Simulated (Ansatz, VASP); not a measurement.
**One calculation of Ti5B7N12, two programs**

File INCAR:

```
SYSTEM = Ti5B7N12
ALGO     = Normal         ! electronic algorithm
EDIFF    = 1E-6           ! SCF threshold, eV
ENCUT    = 520            ! plane-wave cutoff, eV
GGA      = PE             ! functional
GGA_COMPAT= .FALSE.      
ISIF     = 2              ! what is computed and relaxed
ISMEAR   = 0              ! smearing method
LASPH    = .TRUE.         ! aspherical terms in the spheres
LCHARG   = .FALSE.        ! write CHGCAR
LREAL    = .FALSE.        ! projectors in reciprocal space
LWAVE    = .FALSE.        ! write WAVECAR
NBANDS   = 88             ! bands
NELM     = 120            ! most SCF steps
PREC     = Accurate       ! precision mode
SIGMA    = 0.1            ! smearing width, eV
```

The input KPOINTS:

```
k-points
0
G
  6 6 5
  0 0 0
```

File POSCAR:

```
Ti5B7N12
1.0
    5.9559350000     -0.1610430000      0.2372050000
   -0.1741260000      5.7691280000      0.1528090000
    0.2310580000      0.1600450000      6.6089720000
Ti N B
5 12 7
Direct
    0.2521986756      0.3292566264      0.3070239071
    0.6979374097      0.2820414480      0.4802915084
    0.5554532554      0.7591758719      0.3713984179
    0.2777250493      0.6412547290      0.7680952222
    0.6725625103      0.4402289895      0.0566308011
    0.7742138201      0.8646640505      0.5829117775
    0.6557141150      0.7919626320      0.0629757226
    0.3352326622      0.3937474872      0.0042768186
    0.5576430666      0.5086591690      0.6437265465
    0.5009486678      0.1227679548      0.3255780695
    0.9474671646      0.5358095887      0.7906772855
    0.3661732475      0.9864734376      0.8457758272
    0.8004518703      0.1373922441      0.9300558650
    0.8740078651      0.5084286858      0.2793874589
    0.2354238815      0.6510054599      0.4242468419
    0.0354724614      0.2032431950      0.5539492994
    0.0053860783      0.9460815551      0.2472218123
    0.7707903259      0.6393799299      0.6845392630
    0.0426264122      0.6935189879      0.3111247245
    0.8446307709      0.9619166040      0.0914975577
    0.9594301994      0.9957834459      0.4753039709
    0.2569875379      0.2039834882      0.8811151557
    0.9991288016      0.2717411788      0.7760909214
    0.5867183063      0.9722081586      0.9182226744
```

Input for Ansatz:

```yaml
crystal:
  lattice:
    - [5.955935, -0.161043, 0.237205]
    - [-0.174126, 5.769128, 0.152809]
    - [0.231058, 0.160045, 6.608972]
  atoms:
    - { symbol: Ti, position: [0.2521986756, 0.3292566264, 0.3070239071] }
    - { symbol: Ti, position: [0.6979374097, 0.282041448, 0.4802915084] }
    - { symbol: Ti, position: [0.5554532554, 0.7591758719, 0.3713984179] }
    - { symbol: Ti, position: [0.2777250493, 0.641254729, 0.7680952222] }
    - { symbol: Ti, position: [0.6725625103, 0.4402289895, 0.0566308011] }
    - { symbol: "N", position: [0.7742138201, 0.8646640505, 0.5829117775] }
    - { symbol: "N", position: [0.655714115, 0.791962632, 0.0629757226] }
    - { symbol: "N", position: [0.3352326622, 0.3937474872, 0.0042768186] }
    - { symbol: "N", position: [0.5576430666, 0.508659169, 0.6437265465] }
    - { symbol: "N", position: [0.5009486678, 0.1227679548, 0.3255780695] }
    - { symbol: "N", position: [0.9474671646, 0.5358095887, 0.7906772855] }
    - { symbol: "N", position: [0.3661732475, 0.9864734376, 0.8457758272] }
    - { symbol: "N", position: [0.8004518703, 0.1373922441, 0.930055865] }
    - { symbol: "N", position: [0.8740078651, 0.5084286858, 0.2793874589] }
    - { symbol: "N", position: [0.2354238815, 0.6510054599, 0.4242468419] }
    - { symbol: "N", position: [0.0354724614, 0.203243195, 0.5539492994] }
    - { symbol: "N", position: [0.0053860783, 0.9460815551, 0.2472218123] }
    - { symbol: B, position: [0.7707903259, 0.6393799299, 0.684539263] }
    - { symbol: B, position: [0.0426264122, 0.6935189879, 0.3111247245] }
    - { symbol: B, position: [0.8446307709, 0.961916604, 0.0914975577] }
    - { symbol: B, position: [0.9594301994, 0.9957834459, 0.4753039709] }
    - { symbol: B, position: [0.2569875379, 0.2039834882, 0.8811151557] }
    - { symbol: B, position: [0.9991288016, 0.2717411788, 0.7760909214] }
    - { symbol: B, position: [0.5867183063, 0.9722081586, 0.9182226744] }
basis:
  ecutwfc: 420
kpoints:
  mp_grid: { grid: [6, 6, 5] }
hamiltonian:
  xc: pbe
scf:
  occupations: { method: gaussian, width: 0.1 }
  n_extra_bands: 12
output:
  forces: true
  stress: true
  eigenvalues: true
  populations: true
  dos:
    method: { smearing: { sigma: 0.1, scheme: gaussian } }
    projected: true
    de: 0.02
```

Alike in both runs: task single point; functional PBE; k mesh 6 × 6 × 5; occupations gaussian, width 0.1 eV; no spin polarisation.

```csv
,VASP,Ansatz
version,VASP 6.6.1,Ansatz 0.2.0
potentials or method,"VASP PAW PBE potentials, release 64 (Ti_sv, N, B), cutoff 520 eV","scalar-relativistic, plane waves, PAW"
valence electrons in the cell,141,141
```

```csv
,VASP,Ansatz,Ansatz less VASP
gap on the k mesh at the Fermi level (eV),none,none,-
rms of the force components (eV/Å),0.035,0.034,-0.0013
```

Atom by atom the forces differ by 0.014 eV/Å (rms over components). A gap of «none» marks a metal or a gap that the smearing closes. With one functional, cell and mesh, what is left measures potentials, basis and numerics.
